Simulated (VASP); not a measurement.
# GeMo (wurtzite type) (P6_3mc) in VASP: relaxation of cell and atoms with PBE

Aim: the relaxation of cell and atoms of GeMo (wurtzite type) with PBE.

All numbers are computed with VASP 6.6.1; they aren't measurements. Logs are shortened: lines on timing, memory, paths and dates and some standing lists are left out, and cuts for length are marked.

**1. The cell of the first run**

It takes space group P6_3mc (No. 186, hexagonal). The conventional cell has a = 3.705 Å, b = 3.705 Å, c = 6.040 Å, α = 90.00°, β = 90.00°, γ = 120.00°. Within 3.0 Å of Mo (site symmetry 3m) lie 4 Ge at 2.27 Å. Within 3.0 Å of Ge (site symmetry 3m) lie 4 Mo at 2.27 Å.

**2. Relaxation of cell and atoms, PBE, target pressure 19 GPa, at which the enthalpy is minimised**

File INCAR:

```
SYSTEM = GeMo
PREC = Accurate
ENCUT = 600
EDIFF = 1E-6
ISMEAR = -1
SIGMA = 0.08
LREAL = .False.
LASPH = .True.
NELM = 80
ALGO = Normal
ISIF = 3
LWAVE = .False.
LCHARG = .False.
GGA = PE
IBRION = 2
NSW = 60
EDIFFG = -0.005
PSTRESS = 190.0
```

File KPOINTS:

```
Automatic mesh
0
Gamma
  9 9 5
  0 0 0
```

File POSCAR:

```
GeMo
1.0
    3.7053951781      0.0000000000      0.0000000000
   -1.8526975890      3.2089663553      0.0000000000
    0.0000000000      0.0000000000      6.0397941403
Mo Ge
2 2
Direct
    0.3333333333      0.6666666667      0.0000000000
    0.6666666667      0.3333333333      0.5000000000
    0.3333333333      0.6666666667      0.3760000000
    0.6666666667      0.3333333333      0.8760000000
```

Potentials or basis: VASP PAW PBE potentials, release 64 (Mo_sv, Ge_d).

On the command line:

```bash
> cat potpaw_PBE.64/Mo_sv/POTCAR potpaw_PBE.64/Ge_d/POTCAR > POTCAR
> mpirun -np 1 vasp_std > vasp.out
```

OUTCAR:

```text
SYSTEM = GeMo
   PREC = Accurate
   ENCUT = 600
   EDIFF = 1E-6
   ISMEAR = -1
   LREAL = .False.
   LASPH = .True.
   NELM = 80
   ISIF = 3
   GGA = PE
   IBRION = 2
   NSW = 60
   EDIFFG = -0.005
   PSTRESS = 190.0

 ion  position               nearest neighbor table
   1  0.333  0.667  0.000-   4 2.27   4 2.27   4 2.27   3 2.27
   2  0.667  0.333  0.500-   3 2.27   3 2.27   3 2.27   4 2.27
   3  0.333  0.667  0.376-   2 2.27   2 2.27   2 2.27   1 2.27
   4  0.667  0.333  0.876-   1 2.27   1 2.27   1 2.27   2 2.27

  LATTYP: Found a hexagonal cell.
 ALAT       =     3.7053951781
 C/A-ratio  =     1.6300000000

  Lattice vectors:

 A1 = (   3.7053951781,   0.0000000000,   0.0000000000)
 A2 = (  -1.8526975890,   3.2089663553,   0.0000000000)
 A3 = (   0.0000000000,   0.0000000000,   6.0397941403)

Analysis of symmetry for initial positions (statically):
=====================================================================
 Subroutine PRICEL returns:
 Original cell was already a primitive cell.

 Routine SETGRP: Setting up the symmetry group for a
 hexagonal supercell.

 Subroutine GETGRP returns: Found 12 space group operations
 (whereof  6 operations were pure point group operations)
 out of a pool of 24 trial point group operations.

The static configuration has the point symmetry C_3v.
 The point group associated with its full space group is C_6v.

Analysis of symmetry for dynamics (positions and initial velocities):
=====================================================================
 Subroutine PRICEL returns:
 Original cell was already a primitive cell.

 Routine SETGRP: Setting up the symmetry group for a
 hexagonal supercell.

 Subroutine GETGRP returns: Found 12 space group operations
 (whereof  6 operations were pure point group operations)
 out of a pool of 24 trial point group operations.

The dynamic configuration has the point symmetry C_3v.
 The point group associated with its full space group is C_6v.

 Subroutine INISYM returns: Found 12 space group operations
 (whereof  6 operations are pure point group operations),
 and found     1 'primitive' translations

----------------------------------------------------------------------------------------

                                     Primitive cell

  volume of cell :      71.8161

  direct lattice vectors                    reciprocal lattice vectors
     3.705395178  0.000000000  0.000000000     0.269876748  0.155813413  0.000000000
    -1.852697589  3.208966355  0.000000000     0.000000000  0.311626826  0.000000000
     0.000000000  0.000000000  6.039794140     0.000000000  0.000000000  0.165568557

  length of vectors
     3.705395178  3.705395178  6.039794140     0.311626826  0.311626826  0.165568557

  position of ions in fractional coordinates (direct lattice)
     0.333333333  0.666666667  0.000000000
     0.666666667  0.333333333  0.500000000
     0.333333333  0.666666667  0.376000000
     0.666666667  0.333333333  0.876000000

  ion indices of the primitive-cell ions
   primitive index   ion index
                 1           1
                 2           2
                 3           3
                 4           4

----------------------------------------------------------------------------------------

 KPOINTS: Automatic mesh

Automatic generation of k-mesh.
 Grid dimensions read from file:
 generate k-points for:    9    9    5

 Generating k-lattice:

  Cartesian coordinates                     Fractional coordinates (reciprocal lattice)
     0.029986305  0.017312601  0.000000000     0.111111111 -0.000000000  0.000000000
     0.000000000  0.034625203  0.000000000     0.000000000  0.111111111  0.000000000
     0.000000000  0.000000000  0.033113711     0.000000000  0.000000000  0.200000000

  Length of vectors
     0.034625203  0.034625203  0.033113711

  Shift w.r.t. Gamma in fractional coordinates (k-lattice)
     0.000000000  0.000000000  0.000000000

 Subroutine IBZKPT returns following result:
 ===========================================

 Found     36 irreducible k-points:

 Following reciprocal coordinates:
            Coordinates               Weight
  0.000000  0.000000  0.000000      1.000000
  0.111111  0.000000  0.000000      6.000000
  0.222222  0.000000  0.000000      6.000000
  0.333333  0.000000  0.000000      6.000000
  0.444444  0.000000  0.000000      6.000000
  0.111111  0.111111  0.000000      6.000000
[... 16 lines left out ...]
  0.333333  0.222222  0.200000     24.000000
  0.333333  0.333333  0.200000      4.000000
 [... further k-points ...]
   k-points           NKPTS =     36   k-points in BZ     NKDIM =     36   number of bands    NBANDS=     33
   number of dos      NEDOS =    301   number of ions     NIONS =      4
   total plane-waves  NPLWV =  43200
   dimension x,y,z NGX =    30 NGY =   30 NGZ =   48
   dimension x,y,z NGXF=    60 NGYF=   60 NGZF=   96
   ions per type =               2   2
   NGX,Y,Z   is equivalent  to a cutoff of  13.46, 13.46, 13.21 a.u.
   NGXF,Y,Z  is equivalent  to a cutoff of  26.92, 26.92, 26.42 a.u.
 SYSTEM =  GeMo
   PREC   = accura    normal or accurate (medium, high low for compatibility)
   ISTART =      0    job   : 0-new  1-cont  2-samecut
   ICHARG =      2    charge: 1-file 2-atom 10-const
   ISPIN  =      1    spin polarized calculation?
   LNONCOLLINEAR =      F non collinear calculations
   LSORBIT =      F    spin-orbit coupling
   LASPH  =      T    aspherical Exc in radial PAW
   ENCUT  =  600.0 eV  44.10 Ry    6.64 a.u.   7.40  7.40 12.06*2*pi/ulx,y,z
   NELM   =     80;   NELMIN=  2; NELMDL= -5     # of ELM steps
   EDIFF  = 0.1E-05   stopping-criterion for ELM
   LREAL  =      F    real-space projection
   EDIFFG = -.5E-02   stopping-criterion for IOM
   NSW    =     60    number of steps for IOM
   IBRION =      2    ionic relax: 0-MD 1-quasi-New 2-CG
   NFREE  =      1    steps in history (QN), initial steepest desc. (CG)
   ISIF   =      3    stress and relaxation
   ISYM   =      2    0-nonsym 1-usesym 2-fastsym
   POTIM  = 0.5000    time-step for ionic-motion
   TEBEG  =    0.0;   TEEND  =   0.0 temperature during run
   PSTRESS=  190.0 pullay stress
   NELECT =      56.0000    total number of electrons
   NUPDOWN=      -1.0000    fix difference up-down
   EMIN   =  10.00;   EMAX   =-10.00  energy-range for DOS
   EFERMI =   0.00;   METHOD = LEGACY
   ISMEAR =    -1;   SIGMA  =   0.08  broadening in eV -4-tet -1-fermi 0-gaus
   EFERMI_NEDOS =   21; number of points for ismear=-14 and -15
   IALGO  =     38    algorithm
   IMIX   =      4    mixing-type and parameters
     AMIX     =   0.40;   BMIX     =  1.00
     AMIX_MAG =   1.60;   BMIX_MAG =  1.00
  volume/ion in A,a.u.               =      17.95       121.16
  Fermi-wavevector in a.u.,A,eV,Ry     =   1.506828  2.847491 30.892428  2.270529
  Thomas-Fermi vector in A             =   2.617494
   LORBIT       =      0    0 simple, 1 ext, 2 COOP (PROOUT), +10 PAW based schemes
   GGA     = PE    functional components
   LHFCALC =     F    Hartree Fock is set to
   AEXX    =    0.0000 exact exchange contribution
   IVDW    =     0    specifies the selected vdW correction
   LEPSILON=     F    determine dielectric tensor
   LRPA    =     F    only Hartree local field effects (RPA)
 conjugate gradient relaxation of ions
 non-spin polarized calculation
  energy-cutoff  :      600.00
  volume of cell :       71.82
 maximum number of plane-waves:      2442
 NGX is ok and might be reduce to    30
   NGX = 15   NGY = 15   NGZ = 25

--------------------------------------- Ionic step        1  -------------------------------------------

 number of electron      55.9999999 magnetization

 Free energy of the ion-electron system (eV)
  ---------------------------------------------------
  ext. energy  EPLUGINS =         0.00000000
  ---------------------------------------------------
  free energy    TOTEN  =       -23.99277536 eV

  energy without entropy =      -23.90165720  energy(sigma->0) =      -23.94721628

------------------------ aborting loop because EDIFF is reached ----------------------------------------

  FORCE on cell =-STRESS in cart. coord.  units (eV):
  Direction    XX          YY          ZZ          XY          YZ          ZX
  --------------------------------------------------------------------------------------
  -------------------------------------------------------------------------------------
  Total       18.4204341     18.4204341     16.6864128      0.0000000      0.0000000      0.0000000
  in kB      410.9496455    410.9496455    372.2645954      0.0000000      0.0000000      0.0000000
  external PRESSURE =     208.0546288 kB  Pullay stress =     190.0000000 kB
[... 99 lines left out ...]
  FREE ENERGIE OF THE ION-ELECTRON SYSTEM (eV)
  ---------------------------------------------------
  free  energy   TOTEN  =       -25.4566170847 eV

  energy  without entropy=      -25.3481919136  energy(sigma->0) =      -25.40240450

  enthalpy is  TOTEN    =       -15.9435087187 eV   P V=        9.5131083660

[... ionic steps 4 to 26 ...]

--------------------------------------- Ionic step       27  -------------------------------------------

 number of electron      55.9999993 magnetization

------------------------ aborting loop because EDIFF is reached ----------------------------------------

  FORCE on cell =-STRESS in cart. coord.  units (eV):
  Direction    XX          YY          ZZ          XY          YZ          ZX
  --------------------------------------------------------------------------------------
  -------------------------------------------------------------------------------------
  Total        8.6193728      8.6193728      8.6566376      0.0000000     -0.0000000      0.0000000
  in kB      189.7742255    189.7742255    190.5946911      0.0000000     -0.0000000      0.0000000
  external PRESSURE =       0.0477140 kB  Pullay stress =     190.0000000 kB
[... 65 lines left out ...]
  enthalpy is  TOTEN    =       -19.6111288042 eV   P V=        8.6291532379

--------------------------------------- Ionic step       29  -------------------------------------------

 number of electron      55.9999993 magnetization

 Free energy of the ion-electron system (eV)
  ---------------------------------------------------
  ext. energy  EPLUGINS =         0.00000000
  ---------------------------------------------------
  free energy    TOTEN  =       -28.24037733 eV

  energy without entropy =      -28.20110525  energy(sigma->0) =      -28.22074129

 E-fermi :   8.3088     XC(G=0): -11.6092

 val. band max:        8.2688381831   @ k =   0.4444   0.0000   0.4000
 cond. band min:       8.4078294673   @ k =   0.4444   0.0000   0.4000
 fundamental gap:      0.1389912842
 Fermi energy:         8.3087677095

 k-point     1 :       0.0000    0.0000    0.0000
  band No.  band energies     occupation
      1     -52.4769      2.00000
      2     -52.4529      2.00000
      3     -26.8025      2.00000
      4     -26.6886      2.00000
      5     -26.6886      2.00000
      6     -26.6203      2.00000
[... 853 lines left out ...]
     32       9.8992      0.00000
     33      10.5188      0.00000

 [... further k-points ...]

------------------------ aborting loop because EDIFF is reached ----------------------------------------

  FORCE on cell =-STRESS in cart. coord.  units (eV):
  Direction    XX          YY          ZZ          XY          YZ          ZX
  --------------------------------------------------------------------------------------
  -------------------------------------------------------------------------------------
  Total        8.6209078      8.6209078      8.6455072      0.0000000      0.0000000      0.0000000
  in kB      189.8163900    189.8163900    190.3580227      0.0000000      0.0000000      0.0000000
  external PRESSURE =      -0.0030657 kB  Pullay stress =     190.0000000 kB
[... 19 lines left out ...]
  FREE ENERGIE OF THE ION-ELECTRON SYSTEM (eV)
  ---------------------------------------------------
  free  energy   TOTEN  =       -28.2403773325 eV

  energy  without entropy=      -28.2011052508  energy(sigma->0) =      -28.22074129

  enthalpy is  TOTEN    =       -19.6111305063 eV   P V=        8.6292468263

 reached required accuracy - stopping structural energy minimisation
```

Run time: 27 min. Hardware: 1 thread of Intel Xeon Platinum 8259CL at 2.50GHz (Skylake/Cascade Lake), shared host; peak memory 0.27 GiB.

Results:

- Free energy: -28.2404 eV
- Relaxed volume: 18.19 Å³/atom
- Relaxed cell: a = 4.165 Å, b = 4.165 Å, c = 4.844 Å, α = 90.00°, β = 90.00°, γ = 120.00°
- Space group after relaxing (to 0.1 Å): P6_3/mmc (No. 194)
- Energy change on relaxing (the run minimises the enthalpy): -1061.9 meV/atom
- Ionic steps: 29
- Pressure after relaxing: 19.0 GPa

The path:
```csv
step,energy change (eV),largest force (eV/Å),pressure (GPa),volume (Å³)
1,0.0000,0.0393,39.81,71.82
2,-1.9453,0.3087,-5.35,98.86
3,-1.4638,0.2049,17.67,80.22
4,-1.4007,0.1948,18.74,79.67
5,-1.3814,0.1915,19.07,79.50
6,-1.3988,0.2847,19.06,79.52
7,-1.4939,0.5974,18.62,79.54
8,-1.8641,1.2389,16.97,79.47
9,-3.0868,2.4600,11.98,78.79
10,-3.1155,0.9946,22.80,75.16
11,-3.6806,3.5759,11.20,77.91
12,-4.1157,2.9533,12.68,76.71
13,-4.0811,2.5899,13.83,76.43
14,-4.1051,2.7844,13.22,76.57
15,-4.1713,2.5109,13.27,76.33
16,-4.3157,1.7627,13.62,75.61
17,-4.3796,0.5502,15.48,74.15
18,-4.3385,0.2159,16.52,73.65
19,-4.3316,0.1788,16.57,73.59
20,-4.3005,0.1382,17.51,73.27
21,-4.2050,0.0194,19.99,72.42
22,-4.2284,0.0481,19.40,72.61
23,-4.2357,0.0338,19.28,72.67
24,-4.2494,0.0061,18.97,72.78
25,-4.2480,0.0093,19.06,72.77
26,-4.2485,0.0077,18.98,72.77
27,-4.2480,0.0047,19.00,72.77
28,-4.2475,0.0020,19.02,72.77
29,-4.2476,0.0003,19.00,72.77
```

Final structure:
```cif
data_structure
_symmetry_space_group_name_H-M 'P 1'
_symmetry_Int_Tables_number 1
_cell_length_a 4.1650
_cell_length_b 4.1650
_cell_length_c 4.8437
_cell_angle_alpha 90.000
_cell_angle_beta 90.000
_cell_angle_gamma 120.000
_cell_volume 72.77
loop_
_atom_site_label
_atom_site_type_symbol
_atom_site_fract_x
_atom_site_fract_y
_atom_site_fract_z
_atom_site_occupancy
Mo1 Mo 0.33333 0.66667 0.93800 1
Mo2 Mo 0.66667 0.33333 0.43800 1
Ge1 Ge 0.33333 0.66667 0.43800 1
Ge2 Ge 0.66667 0.33333 0.93800 1
```

Caveat: the cell is relaxed towards a set pressure, so the run minimises the enthalpy, not the energy; a cell axis changed by over 15 % at a fixed basis, so the end point is rough.
